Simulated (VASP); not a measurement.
# Ru (P6/mmm) in VASP: notebook

The runs below take Ru through single point, with PBE.

Everything below comes from runs of VASP 6.6.1. Logs are shortened: lines on timing, memory, paths and dates and some standing lists are left out, and cuts for length are marked.

## (1) The cell of the first run

Symmetry: P6/mmm, No. 191, hexagonal system. The conventional cell has a = 2.658 Å, b = 2.658 Å, c = 2.460 Å, α = 90.00°, β = 90.00°, γ = 120.00°. Within 3.2 Å of Ru (site symmetry 6/mmm) lie 8 Ru at 2.46 to 2.66 Å.

## (2) Single point, PBE

The input, INCAR:

```
SYSTEM = Ru
PREC     = Accurate       ! precision mode
ENCUT    = 520            ! plane-wave cutoff, eV
EDIFF    = 1E-6           ! SCF threshold, eV
ISMEAR   = -1             ! smearing method
SIGMA    = 0.05           ! smearing width, eV
LREAL    = .False.        ! projectors in reciprocal space
LASPH    = .True.         ! aspherical terms in the spheres
NELM     = 60             ! most SCF steps
ALGO     = Normal         ! electronic algorithm
ISIF     = 2              ! what is computed and relaxed
LWAVE    = .False.        ! write WAVECAR
LCHARG   = .False.        ! write CHGCAR
GGA      = PE             ! functional
NBANDS   = 13             ! bands
```

The input, KPOINTS:

```
Automatic mesh
0
Gamma
  17 17 16
  0 0 0
```

The input, POSCAR:

```
Ru
1.0
    2.6576799682      0.0000000000      0.0000000000
   -1.3288399841      2.3016183676      0.0000000000
    0.0000000000      0.0000000000      2.4604804727
Ru
1
Direct
    0.0000000000      0.0000000000      0.0000000000
```

Potentials or basis: VASP PAW PBE potentials, release 64 (Ru_pv).

The run is started by

```bash
$ cat potpaw_PBE.64/Ru_pv/POTCAR > POTCAR
$ mpirun -np 1 vasp_std > vasp.out
```

OUTCAR:

```text
SYSTEM = Ru
   PREC = Accurate
   ENCUT = 520
   EDIFF = 1E-6
   ISMEAR = -1
   LREAL = .False.
   LASPH = .True.
   NELM = 60
   ISIF = 2
   GGA = PE

 ion  position               nearest neighbor table
   1  0.000  0.000  0.000-

  LATTYP: Found a hexagonal cell.
 ALAT       =     2.6576799682
 C/A-ratio  =     0.9258001348

  Lattice vectors:

 A1 = (   2.6576799682,   0.0000000000,   0.0000000000)
 A2 = (  -1.3288399841,   2.3016183676,   0.0000000000)
 A3 = (   0.0000000000,   0.0000000000,   2.4604804727)

Analysis of symmetry for initial positions (statically):
=====================================================================
 Subroutine PRICEL returns:
 Original cell was already a primitive cell.

 Routine SETGRP: Setting up the symmetry group for a
 hexagonal supercell.

 Subroutine GETGRP returns: Found 24 space group operations
 (whereof 24 operations were pure point group operations)
 out of a pool of 24 trial point group operations.

The static configuration has the point symmetry D_6h.

Analysis of symmetry for dynamics (positions and initial velocities):
=====================================================================
 Subroutine PRICEL returns:
 Original cell was already a primitive cell.

 Routine SETGRP: Setting up the symmetry group for a
 hexagonal supercell.

 Subroutine GETGRP returns: Found 24 space group operations
 (whereof 24 operations were pure point group operations)
 out of a pool of 24 trial point group operations.

The dynamic configuration has the point symmetry D_6h.

 Subroutine INISYM returns: Found 24 space group operations
 (whereof 24 operations are pure point group operations),
 and found     1 'primitive' translations

----------------------------------------------------------------------------------------

                                     Primitive cell

  volume of cell :      15.0507

  direct lattice vectors                    reciprocal lattice vectors
     2.657679968  0.000000000  0.000000000     0.376268028  0.217238447  0.000000000
    -1.328839984  2.301618368  0.000000000     0.000000000  0.434476894  0.000000000
     0.000000000  0.000000000  2.460480473     0.000000000  0.000000000  0.406424685

  length of vectors
     2.657679968  2.657679968  2.460480473     0.434476894  0.434476894  0.406424685

  position of ions in fractional coordinates (direct lattice)
     0.000000000  0.000000000  0.000000000

  ion indices of the primitive-cell ions
   primitive index   ion index
                 1           1

----------------------------------------------------------------------------------------

 KPOINTS: Automatic mesh

Automatic generation of k-mesh.
 Grid dimensions read from file:
 generate k-points for:   17   17   16

 Generating k-lattice:

  Cartesian coordinates                     Fractional coordinates (reciprocal lattice)
     0.022133413  0.012778732  0.000000000     0.058823529  0.000000000  0.000000000
     0.000000000  0.025557464  0.000000000     0.000000000  0.058823529  0.000000000
     0.000000000  0.000000000  0.025401543     0.000000000  0.000000000  0.062500000

  Length of vectors
     0.025557464  0.025557464  0.025401543

  Shift w.r.t. Gamma in fractional coordinates (k-lattice)
     0.000000000  0.000000000  0.000000000

 Subroutine IBZKPT returns following result:
 ===========================================

 Found    297 irreducible k-points:

 Following reciprocal coordinates:
            Coordinates               Weight
  0.000000  0.000000  0.000000      1.000000
  0.058824 -0.000000  0.000000      6.000000
  0.117647 -0.000000  0.000000      6.000000
  0.176471 -0.000000  0.000000      6.000000
  0.235294 -0.000000  0.000000      6.000000
  0.294118  0.000000  0.000000      6.000000
[... 16 lines left out ...]
  0.411765  0.117647  0.000000     12.000000
  0.176471  0.176471  0.000000      6.000000
 [... further k-points ...]
   k-points           NKPTS =    297   k-points in BZ     NKDIM =    297   number of bands    NBANDS=     13
   number of dos      NEDOS =    301   number of ions     NIONS =      1
   total plane-waves  NPLWV =   7200
   dimension x,y,z NGX =    20 NGY =   20 NGZ =   18
   dimension x,y,z NGXF=    40 NGYF=   40 NGZF=   36
   ions per type =               1
   NGX,Y,Z   is equivalent  to a cutoff of  12.51, 12.51, 12.16 a.u.
   NGXF,Y,Z  is equivalent  to a cutoff of  25.02, 25.02, 24.32 a.u.
 SYSTEM =  Ru
   PREC   = accura    normal or accurate (medium, high low for compatibility)
   ISTART =      0    job   : 0-new  1-cont  2-samecut
   ICHARG =      2    charge: 1-file 2-atom 10-const
   ISPIN  =      1    spin polarized calculation?
   LNONCOLLINEAR =      F non collinear calculations
   LSORBIT =      F    spin-orbit coupling
   LASPH  =      T    aspherical Exc in radial PAW
   ENCUT  =  520.0 eV  38.22 Ry    6.18 a.u.   4.94  4.94  4.57*2*pi/ulx,y,z
   NELM   =     60;   NELMIN=  2; NELMDL= -5     # of ELM steps
   EDIFF  = 0.1E-05   stopping-criterion for ELM
   LREAL  =      F    real-space projection
   EDIFFG = 0.1E-04   stopping-criterion for IOM
   NSW    =      0    number of steps for IOM
   IBRION =     -1    ionic relax: 0-MD 1-quasi-New 2-CG
   NFREE  =      0    steps in history (QN), initial steepest desc. (CG)
   ISIF   =      2    stress and relaxation
   ISYM   =      2    0-nonsym 1-usesym 2-fastsym
   POTIM  = 0.5000    time-step for ionic-motion
   TEBEG  =    0.0;   TEEND  =   0.0 temperature during run
   PSTRESS=    0.0 pullay stress
   NELECT =      14.0000    total number of electrons
   NUPDOWN=      -1.0000    fix difference up-down
   EMIN   =  10.00;   EMAX   =-10.00  energy-range for DOS
   EFERMI =   0.00;   METHOD = LEGACY
   ISMEAR =    -1;   SIGMA  =   0.05  broadening in eV -4-tet -1-fermi 0-gaus
   EFERMI_NEDOS =   21; number of points for ismear=-14 and -15
   IALGO  =     38    algorithm
   IMIX   =      4    mixing-type and parameters
     AMIX     =   0.40;   BMIX     =  1.00
     AMIX_MAG =   1.60;   BMIX_MAG =  1.00
  volume/ion in A,a.u.               =      15.05       101.57
  Fermi-wavevector in a.u.,A,eV,Ry     =   1.598081  3.019936 34.747427  2.553864
  Thomas-Fermi vector in A             =   2.695587
   LORBIT       =      0    0 simple, 1 ext, 2 COOP (PROOUT), +10 PAW based schemes
   GGA     = PE    functional components
   LHFCALC =     F    Hartree Fock is set to
   AEXX    =    0.0000 exact exchange contribution
   IVDW    =     0    specifies the selected vdW correction
   LEPSILON=     F    determine dielectric tensor
   LRPA    =     F    only Hartree local field effects (RPA)
 non-spin polarized calculation
  energy-cutoff  :      520.00
  volume of cell :       15.05
 maximum number of plane-waves:       419
 NGX is ok and might be reduce to    20
   NGX =  9   NGY =  9   NGZ =  9

 number of electron      14.0000007 magnetization

 Free energy of the ion-electron system (eV)
  ---------------------------------------------------
  ext. energy  EPLUGINS =         0.00000000
  ---------------------------------------------------
  free energy    TOTEN  =        -8.39222959 eV

  energy without entropy =       -8.37936570  energy(sigma->0) =       -8.38579764

 E-fermi :  11.1655     XC(G=0): -13.3869

 val. band max:       11.1599443475   @ k =   0.1765  -0.0000   0.2500
 cond. band min:      11.1662776471   @ k =   0.2941   0.1176   0.2500
 fundamental gap:      0.0063332996
 Fermi energy:        11.1655096842

 k-point     1 :       0.0000    0.0000    0.0000
  band No.  band energies     occupation
      1     -31.1942      2.00000
      2     -31.1942      2.00000
      3     -31.1379      2.00000
      4       3.8046      2.00000
      5       5.7320      2.00000
      6       8.8922      2.00000
      7       8.8922      2.00000
      8      12.9963      0.00000
      9      12.9963      0.00000
     10      22.0821      0.00000
     11      26.2470      0.00000
     12      28.4172      0.00000
     13      33.1423      0.00000

 k-point     2 :       0.0588   -0.0000    0.0000
  band No.  band energies     occupation
      1     -31.2257      2.00000
      2     -31.2014      2.00000
      3     -31.1347      2.00000
      4       3.9361      2.00000
      5       5.7817      2.00000
      6       8.7920      2.00000
      7       9.0016      2.00000
      8      12.8947      0.00000
      9      12.9784      0.00000
     10      22.0821      0.00000
     11      26.4718      0.00000
     12      28.6569      0.00000
     13      32.3050      0.00000

 k-point     3 :       0.1176   -0.0000    0.0000
  band No.  band energies     occupation
      1     -31.3153      2.00000
      2     -31.2222      2.00000
      3     -31.1255      2.00000
      4       4.3076      2.00000
      5       5.9280      2.00000
      6       8.5370      2.00000
      7       9.3235      2.00000
      8      12.6154      0.00000
      9      12.9272      0.00000
     10      22.0821      0.00000
     11      26.9983      0.00000
     12      29.3428      0.00000
     13      30.7636      0.00000
[... 305 lines left out ...]
 k-point    23 :       0.4118    0.1176    0.0000
  band No.  band energies     occupation
      1     -32.0430      2.00000
      2     -31.4791      2.00000
      3     -31.0398      2.00000
      4       5.9880      2.00000
      5       6.7848      2.00000
      6      10.4586      2.00000
      7      10.7305      1.99967
      8      12.2687      0.00000
      9      14.5817      0.00000
     10      19.6163      0.00000
     11      22.0827      0.00000
     12      23.8860      0.00000
     13      30.6916      0.00000

 k-point    24 :       0.1765    0.1765    0.0000
  band No.  band energies     occupation
      1     -31.7552      2.00000
      2     -31.3933      2.00000
      3     -31.0731      2.00000
      4       6.0907      2.00000
      5       7.1549      2.00000
      6       7.4254      2.00000
      7      11.4131      0.01406
      8      12.0446      0.00000
      9      12.4782      0.00000
     10      22.0820      0.00000
     11      24.7885      0.00000
     12      25.1922      0.00000
     13      32.9748      0.00000

 [... further k-points ...]
[... 5 lines left out ...]
  --------------------------------------------------------------------------------------
  -------------------------------------------------------------------------------------
  Total       -0.0407905     -0.0407905     -0.0119701     -0.0000000      0.0000000      0.0000000
  in kB       -4.3422361     -4.3422361     -1.2742405     -0.0000000      0.0000000      0.0000000
  external PRESSURE =      -3.3195709 kB  Pullay stress =       0.0000000 kB

 VOLUME and BASIS-vectors are now :
 -----------------------------------------------------------------------------
  energy-cutoff  :      520.00
  volume of cell :       15.05
      direct lattice vectors                 reciprocal lattice vectors
     2.657679968  0.000000000  0.000000000     0.376268028  0.217238447  0.000000000
    -1.328839984  2.301618368  0.000000000     0.000000000  0.434476894  0.000000000
     0.000000000  0.000000000  2.460480473     0.000000000  0.000000000  0.406424685

 POSITION                                       TOTAL-FORCE (eV/Angst)
 -----------------------------------------------------------------------------------
      0.00000      0.00000      0.00000         0.000000      0.000000      0.000000
 -----------------------------------------------------------------------------------
    total drift:                                0.000000      0.000000      0.000000

  FREE ENERGIE OF THE ION-ELECTRON SYSTEM (eV)
  ---------------------------------------------------
  free  energy   TOTEN  =        -8.3922295887 eV

  energy  without entropy=       -8.3793656966  energy(sigma->0) =       -8.38579764
```

It took 13 s on 1 thread of Intel Xeon 6975P-C (Granite Rapids), shared host; peak memory 0.16 GiB.

What came out:

* Free energy: -8.3922 eV
* Pressure: -0.3 GPa
* Band gap on the k mesh: zero (band 7 reaches 13.45 eV, above the bottom of band 8 at 10.07 eV)

## (3) Single point, PBE

The input, INCAR:

```
SYSTEM = Ru
  PREC = Accurate
  ENCUT = 520
  EDIFF = 1E-7
  ISMEAR = -1
  SIGMA = 0.05
  LREAL = .FALSE.
  LASPH = .TRUE.
  NELM = 80
  ALGO = Normal
  ISIF = 2
  LWAVE = .FALSE.
  LCHARG = .FALSE.
  GGA = PE
  NBANDS = 13
```

The input, KPOINTS:

```
Automatic mesh
0
G
  17 17 16
  0 0 0
```

The input, POSCAR:

```
Ru
1.0
    2.6576917204      0.0000000000      0.0000000000
   -1.3288458602      2.3016285453      0.0000000000
    0.0000000000      0.0000000000      2.4600174639
Ru
1
Direct
    0.0000000000      0.0000000000      0.0000000000
```

Potentials or basis: VASP PAW PBE potentials, release 64 (Ru_pv).

The run is started by

```bash
$ cat potpaw_PBE.64/Ru_pv/POTCAR > POTCAR
$ mpirun -np 1 vasp_std > vasp.out
```

Run time: 16 s. Hardware: 1 thread of Intel Xeon 6975P-C (Granite Rapids), shared host; peak memory 0.16 GiB.

Results (log left out):

```yaml
Free_energy: -8.3922 eV
Pressure: -0.2 GPa
Band_gap_on_the_k_mesh: zero (band 7 reaches 13.46 eV, above the bottom of band 8 at 10.07 eV)
```

Stress tensor (GPa, compression positive):
```
-0.32  0.00  0.00
 0.00 -0.32  0.00
 0.00  0.00 -0.04
```

Levels at points of the mesh, in eV from the Fermi level:
```tsv
k point	band 3	band 4	band 5	band 6	band 7	band 8	band 9	band 10	band 11	band 12
(0.00, 0.00, 0.00)	-42.30	-7.36	-5.44	-2.27	-2.27	1.83	1.83	10.92	15.08	17.26
(0.00, 0.00, 0.50)	-42.25	-4.51	-1.60	-1.60	-0.95	-0.95	-0.20	8.21	10.92	18.57
```

(Continued in part 2 of 3.)
